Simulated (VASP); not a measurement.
# WSe2 in VASP: single point with PBE

Aim: the single point of WSe2 with PBE.

All numbers are computed with VASP 6.6.1; they aren't measurements. Logs are shortened: lines on timing, memory, paths and dates and some standing lists are left out, and cuts for length are marked.

## Step 1: The cell of the first run

The cell holds a slab with vacuum, 6 atoms: a = 3.438 Å, b = 3.447 Å, c = 24.809 Å, α = 90.04°, β = 90.55°, γ = 119.95°.

## Step 2: Single point, PBE (atoms moved at random and the cell strained at random)

Input file INCAR:

```
PREC = Accurate
ENCUT = 520
EDIFF = 1E-7
ISMEAR = 0
SIGMA = 0.02
LREAL = F
LASPH = T
NELM = 80
ALGO = Normal
ISIF = 2
LWAVE = F
LCHARG = F
GGA = PE
NBANDS = 35
```

Input file KPOINTS:

```
regular mesh
0
Gamma
  9 9 2
```

Input file POSCAR:

```
WSe2
1.0
    3.4384240568     -0.0010617130     -0.0165892663
   -1.7201314989      2.9876892776     -0.0010724722
   -0.1203425964     -0.0784633728     24.8088669227
W Se
2 4
Direct
    0.6363979667      0.3673389932      0.1328153382
    0.3520016047      0.6482804318      0.8599553014
    0.3212828599      0.6333187767      0.2153197495
    0.6853445764      0.3525931145      0.9292697248
    0.3425259758      0.6543152096      0.0698806176
    0.6624452764      0.3441499939      0.7927596839
```

Potentials or basis: VASP PAW PBE potentials, release 64 (W_sv, Se).

Launch:

```
$ cat potpaw_PBE.64/W_sv/POTCAR potpaw_PBE.64/Se/POTCAR > POTCAR
$ mpirun -np 1 vasp_std > vasp.out
```

OUTCAR:

```text
PREC = Accurate
   ENCUT = 520
   EDIFF = 1E-7
   ISMEAR = 0
   LREAL = F
   LASPH = T
   NELM = 80
   ISIF = 2
   GGA = PE

 ion  position               nearest neighbor table
   1  0.636  0.367  0.133-   5 2.33   5 2.64   5 2.64   3 2.69   3 2.89   3 3.01
   2  0.352  0.648  0.860-   6 2.48   4 2.54   6 2.63   4 2.65   6 2.68   4 2.71
   3  0.321  0.633  0.215-   1 2.69   1 2.89   1 3.01
   4  0.685  0.353  0.929-   2 2.54   2 2.65   2 2.71
   5  0.343  0.654  0.070-   1 2.33   1 2.64   1 2.64
   6  0.662  0.344  0.793-   2 2.48   2 2.63   2 2.68

  LATTYP: Found a triclinic cell.
 ALAT       =     3.4384642394
 B/A-ratio  =     1.0026229758
 C/A-ratio  =     7.4009625153
 COS(alpha) =     0.0000487485
 COS(beta)  =     0.1931743230
 COS(gamma) =     0.4992130850

  Lattice vectors:

 A1 = (  -3.4384240568,   0.0010617130,   0.0165892663)
 A2 = (  -1.7201314989,   2.9876892776,  -0.0010724722)
 A3 = (  -5.0363740183,  -2.9071024788, -24.7746159179)

Analysis of symmetry for initial positions (statically):
=====================================================================
 Subroutine PRICEL returns:
 Original cell was already a primitive cell.

 Routine SETGRP: Setting up the symmetry group for a
 triclinic supercell.

 Subroutine GETGRP returns: Found  1 space group operations
 (whereof  1 operations were pure point group operations)
 out of a pool of  2 trial point group operations.

The static configuration has the point symmetry C_1 .

Analysis of symmetry for dynamics (positions and initial velocities):
=====================================================================
 Subroutine PRICEL returns:
 Original cell was already a primitive cell.

 Routine SETGRP: Setting up the symmetry group for a
 triclinic supercell.

 Subroutine GETGRP returns: Found  1 space group operations
 (whereof  1 operations were pure point group operations)
 out of a pool of  2 trial point group operations.

The dynamic configuration has the point symmetry C_1 .

 Subroutine INISYM returns: Found  1 space group operations
 (whereof  1 operations are pure point group operations),
 and found     1 'primitive' translations

----------------------------------------------------------------------------------------

                                     Primitive cell

  volume of cell :     254.8063

  direct lattice vectors                    reciprocal lattice vectors
     3.438424057 -0.001061713 -0.016589266     0.290891988  0.167478779  0.001940743
    -1.720131499  2.987689278 -0.001072472     0.000108481  0.334769664  0.001059307
    -0.120342596 -0.078463373 24.808866923     0.000194519  0.000126462  0.040309513

  length of vectors
     3.438464239  3.447483248 24.809282876     0.335665096  0.334771358  0.040310180

  position of ions in fractional coordinates (direct lattice)
     0.636397967  0.367338993  0.132815338
     0.352001605  0.648280432  0.859955301
     0.321282860  0.633318777  0.215319749
     0.685344576  0.352593115  0.929269725
     0.342525976  0.654315210  0.069880618
     0.662445276  0.344149994  0.792759684

  ion indices of the primitive-cell ions
   primitive index   ion index
                 1           1
                 2           2
                 3           3
                 4           4
                 5           5
                 6           6

----------------------------------------------------------------------------------------

 KPOINTS: regular mesh

Automatic generation of k-mesh.
 Grid dimensions read from file:
 generate k-points for:    9    9    2

 Generating k-lattice:

  Cartesian coordinates                     Fractional coordinates (reciprocal lattice)
     0.032321332  0.018608753  0.000215638     0.111111111 -0.000000000  0.000000000
     0.000012053  0.037196629  0.000117701    -0.000000000  0.111111111 -0.000000000
     0.000097260  0.000063231  0.020154756    -0.000000000  0.000000000  0.500000000

  Length of vectors
     0.037296122  0.037196818  0.020155090

  Shift w.r.t. Gamma in fractional coordinates (k-lattice)
     0.000000000  0.000000000  0.000000000

 Subroutine IBZKPT returns following result:
 ===========================================

 Found     82 irreducible k-points:

 Following reciprocal coordinates:
            Coordinates               Weight
  0.000000  0.000000  0.000000      1.000000
  0.111111 -0.000000  0.000000      2.000000
  0.222222  0.000000 -0.000000      2.000000
  0.333333  0.000000  0.000000      2.000000
  0.444444  0.000000 -0.000000      2.000000
 -0.000000  0.111111  0.000000      2.000000
[... 16 lines left out ...]
 -0.111111  0.222222 -0.000000      2.000000
 -0.000000  0.333333  0.000000      2.000000
 [... further k-points ...]
   k-points           NKPTS =     82   k-points in BZ     NKDIM =     82   number of bands    NBANDS=     35
   number of dos      NEDOS =    301   number of ions     NIONS =      6
   total plane-waves  NPLWV = 150528
   dimension x,y,z NGX =    28 NGY =   28 NGZ =  192
   dimension x,y,z NGXF=    56 NGYF=   56 NGZF=  384
   ions per type =               2   4
   NGX,Y,Z   is equivalent  to a cutoff of  13.54, 13.50, 12.87 a.u.
   NGXF,Y,Z  is equivalent  to a cutoff of  27.08, 27.00, 25.73 a.u.
 SYSTEM =  unknown system
   PREC   = accura    normal or accurate (medium, high low for compatibility)
   ISTART =      0    job   : 0-new  1-cont  2-samecut
   ICHARG =      2    charge: 1-file 2-atom 10-const
   ISPIN  =      1    spin polarized calculation?
   LNONCOLLINEAR =      F non collinear calculations
   LSORBIT =      F    spin-orbit coupling
   LASPH  =      T    aspherical Exc in radial PAW
   ENCUT  =  520.0 eV  38.22 Ry    6.18 a.u.   6.39  6.41 46.13*2*pi/ulx,y,z
   NELM   =     80;   NELMIN=  2; NELMDL= -5     # of ELM steps
   EDIFF  = 0.1E-06   stopping-criterion for ELM
   LREAL  =      F    real-space projection
   EDIFFG = 0.1E-05   stopping-criterion for IOM
   NSW    =      0    number of steps for IOM
   IBRION =     -1    ionic relax: 0-MD 1-quasi-New 2-CG
   NFREE  =      0    steps in history (QN), initial steepest desc. (CG)
   ISIF   =      2    stress and relaxation
   ISYM   =      2    0-nonsym 1-usesym 2-fastsym
   POTIM  = 0.5000    time-step for ionic-motion
   TEBEG  =    0.0;   TEEND  =   0.0 temperature during run
   PSTRESS=    0.0 pullay stress
   NELECT =      52.0000    total number of electrons
   NUPDOWN=      -1.0000    fix difference up-down
   EMIN   =  10.00;   EMAX   =-10.00  energy-range for DOS
   EFERMI =   0.00;   METHOD = LEGACY
   ISMEAR =     0;   SIGMA  =   0.02  broadening in eV -4-tet -1-fermi 0-gaus
   EFERMI_NEDOS =   21; number of points for ismear=-14 and -15
   IALGO  =     38    algorithm
   IMIX   =      4    mixing-type and parameters
     AMIX     =   0.40;   BMIX     =  1.00
     AMIX_MAG =   1.60;   BMIX_MAG =  1.00
  volume/ion in A,a.u.               =      42.47       286.59
  Fermi-wavevector in a.u.,A,eV,Ry     =   0.963842  1.821398 12.639699  0.928992
  Thomas-Fermi vector in A             =   2.093422
   LORBIT       =      0    0 simple, 1 ext, 2 COOP (PROOUT), +10 PAW based schemes
   GGA     = PE    functional components
   LHFCALC =     F    Hartree Fock is set to
   AEXX    =    0.0000 exact exchange contribution
   IVDW    =     0    specifies the selected vdW correction
   LEPSILON=     F    determine dielectric tensor
   LRPA    =     F    only Hartree local field effects (RPA)
 non-spin polarized calculation
 Gauss-broadening in eV      SIGMA  =   0.02
  energy-cutoff  :      520.00
  volume of cell :      254.81
 maximum number of plane-waves:      6920
 NGX is ok and might be reduce to    28
   NGX = 13   NGY = 13   NGZ = 93

 number of electron      52.0000002 magnetization

 Free energy of the ion-electron system (eV)
  ---------------------------------------------------
  ext. energy  EPLUGINS =         0.00000000
  ---------------------------------------------------
  free energy    TOTEN  =       -41.49800293 eV

  energy without entropy =      -41.49800293  energy(sigma->0) =      -41.49800293

 E-fermi :   0.5857     XC(G=0):  -5.9288

 val. band max:        0.4512367937   @ k =  -0.0000   0.0000   0.5000
 cond. band min:       1.0995783063   @ k =   0.1111   0.2222   0.5000
 fundamental gap:      0.6483415126
 Fermi energy:         0.5857111110

 k-point     1 :       0.0000    0.0000    0.0000
  band No.  band energies     occupation
      1     -74.1353      2.00000
      2     -74.1056      2.00000
      3     -38.3317      2.00000
      4     -38.2520      2.00000
      5     -38.2276      2.00000
      6     -38.2179      2.00000
[... 27 lines left out ...]
     34       3.4175      0.00000
     35       4.2177      0.00000

 k-point     2 :       0.1111   -0.0000    0.0000
  band No.  band energies     occupation
      1     -74.1348      2.00000
      2     -74.1050      2.00000
      3     -38.3300      2.00000
      4     -38.2492      2.00000
      5     -38.2376      2.00000
      6     -38.2324      2.00000
[... 27 lines left out ...]
     34       3.6508      0.00000
     35       4.6927      0.00000

 k-point     3 :       0.2222    0.0000   -0.0000
  band No.  band energies     occupation
      1     -74.1333      2.00000
      2     -74.1036      2.00000
      3     -38.3265      2.00000
      4     -38.2723      2.00000
      5     -38.2710      2.00000
      6     -38.2422      2.00000
[... 27 lines left out ...]
     34       3.8529      0.00000
     35       5.3288      0.00000
[... 723 lines left out ...]
 k-point    23 :      -0.1111    0.2222   -0.0000
  band No.  band energies     occupation
      1     -74.1338      2.00000
      2     -74.1040      2.00000
      3     -38.3319      2.00000
      4     -38.2604      2.00000
      5     -38.2574      2.00000
      6     -38.2436      2.00000
[... 27 lines left out ...]
     34       3.6595      0.00000
     35       5.1957      0.00000

 k-point    24 :      -0.0000    0.3333    0.0000
  band No.  band energies     occupation
      1     -74.1318      2.00000
      2     -74.1020      2.00000
      3     -38.3418      2.00000
      4     -38.3151      2.00000
      5     -38.2837      2.00000
      6     -38.2459      2.00000
[... 27 lines left out ...]
     34       4.1068      0.00000
     35       5.4146      0.00000

 [... further k-points ...]

------------------------ aborting loop because EDIFF is reached ----------------------------------------

  FORCE on cell =-STRESS in cart. coord.  units (eV):
  Direction    XX          YY          ZZ          XY          YZ          ZX
  --------------------------------------------------------------------------------------
  -------------------------------------------------------------------------------------
  Total       -5.7052922     -7.7067994     -6.6510458     -1.4200563     -0.9557052      2.2493594
  in kB      -35.8738812    -48.4590096    -41.8206151     -8.9290661     -6.0093077     14.1435794
  external PRESSURE =     -42.0511686 kB  Pullay stress =       0.0000000 kB

 VOLUME and BASIS-vectors are now :
 -----------------------------------------------------------------------------
  energy-cutoff  :      520.00
  volume of cell :      254.81
      direct lattice vectors                 reciprocal lattice vectors
     3.438424057 -0.001061713 -0.016589266     0.290891988  0.167478779  0.001940743
    -1.720131499  2.987689278 -0.001072472     0.000108481  0.334769664  0.001059307
    -0.120342596 -0.078463373 24.808866923     0.000194519  0.000126462  0.040309513

 POSITION                                       TOTAL-FORCE (eV/Angst)
 -----------------------------------------------------------------------------------
      1.54035      1.08640      3.28405         2.675132     -1.917201      4.616418
     -0.00829      1.86901     21.32798        -1.437832      1.417336      0.641543
     -0.01060      1.87492      5.33583        -0.403223      0.523440     -3.243692
      1.63817      0.97980     23.04238         0.541856     -0.663615     -1.025430
      0.04383      1.94904      1.72727        -2.263456      1.394254     -1.331995
      1.59038      0.96531     19.65611         0.887524     -0.754214      0.343155
 -----------------------------------------------------------------------------------
    total drift:                                0.000101      0.000030      0.000140

  FREE ENERGIE OF THE ION-ELECTRON SYSTEM (eV)
  ---------------------------------------------------
  free  energy   TOTEN  =       -41.4980029348 eV

  energy  without entropy=      -41.4980029348  energy(sigma->0) =      -41.49800293
```

It took 14 min on 1 thread of AMD EPYC 9R14 (Zen 4), shared host; peak memory 0.75 GiB.

Results:

```
Free energy            : -41.4980 eV
Largest force          : 5.670 eV/Å
Band gap on the k mesh : 0.65 eV (least direct gap 0.92 eV)
```

Forces in eV/Å, atoms in the order of the input:
```
W    2.675 -1.917  4.616
W   -1.438  1.417  0.642
Se  -0.403  0.523 -3.244
Se   0.542 -0.664 -1.025
Se  -2.263  1.394 -1.332
Se   0.888 -0.754  0.343
```

Caveat: the cell differs from its parent crystal (atoms moved at random and the cell strained at random); there is no dipole correction, which matters where the two faces differ; spin-orbit coupling is left out, which moves the levels of the heavy elements.
